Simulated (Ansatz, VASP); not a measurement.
**W in VASP and in Ansatz**

The input INCAR:

```
SYSTEM = W
  ALGO = Fast
  EDIFF = 1E-6
  ENCUT = 520
  GGA = CA
  ISIF = 2
  ISMEAR = 0
  LASPH = .TRUE.
  LCHARG = .FALSE.
  LREAL = .FALSE.
  LWAVE = .FALSE.
  NBANDS = 36
  NELM = 80
  PREC = Accurate
  SIGMA = 0.15
```

Contents of KPOINTS:

```
k-points
0
G
  18 18 5
  0 0 0
```

Contents of POSCAR:

```
W
1.0
   -1.5973000000      1.5973000000     -1.5973000000
   -1.5973000000     -1.5973000000      1.5973000000
    0.0000000000      7.0963067812      7.0963067812
W
4
Direct
    0.0000000000      0.0000000000      0.7878112055
    0.5000000000      0.5000000000      0.1125444579
    0.0000000000      0.0000000000      0.3376333738
    0.5000000000      0.5000000000      0.5627222897
```

Input for Ansatz:

```yaml
crystal:
  lattice:
    - [-1.5973, 1.5973, -1.5973]
    - [-1.5973, -1.5973, 1.5973]
    - [0.0, 7.0963067812, 7.0963067812]
  atoms:
    - { symbol: W, position: [0.0, 0.0, 0.7878112055] }
    - { symbol: W, position: [0.5, 0.5, 0.1125444579] }
    - { symbol: W, position: [0.0, 0.0, 0.3376333738] }
    - { symbol: W, position: [0.5, 0.5, 0.5627222897] }
basis:
  ecutwfc: 420
kpoints:
  mp_grid: { grid: [18, 18, 5] }
hamiltonian:
  xc: lda
scf:
  occupations: { method: gaussian, width: 0.15 }
output:
  forces: true
  stress: true
  eigenvalues: true
```

Alike in both runs: task single point; functional LDA; k mesh 18 × 18 × 5; occupations gaussian, width 0.15 eV; no spin polarisation.

|  | VASP | Ansatz |
| --- | --- | --- |
| version | VASP 6.6.1 | Ansatz 0.2.0 |
| potentials or method | VASP PAW LDA potentials, release 64 (W_sv), cutoff 520 eV | scalar-relativistic, plane waves, PAW |
| valence electrons in the cell | 56 | 56 |

VASP gave:

| Property | Result |
| --- | --- |
| gap on the k mesh at the Fermi level (eV) | none |
| pressure (GPa) | -23.9 |
| traceless stress, the component that is largest in VASP (GPa) | -3.08 |
| rms of the force components (eV/Å) | 0.324 |

Estimate Ansatz's values.

gap on the k mesh at the Fermi level (eV): none; pressure (GPa): -25.1; traceless stress, the component that is largest in VASP (GPa): -2.96; rms of the force components (eV/Å): 0.302.

LDA's correlation is that of Perdew and Zunger in VASP and of Perdew and Wang (1992) in Ansatz. Atom by atom the forces differ by 0.024 eV/Å (rms over components). A gap of «none» marks a metal or a gap that the smearing closes.

Neither program's run includes spin-orbit coupling.
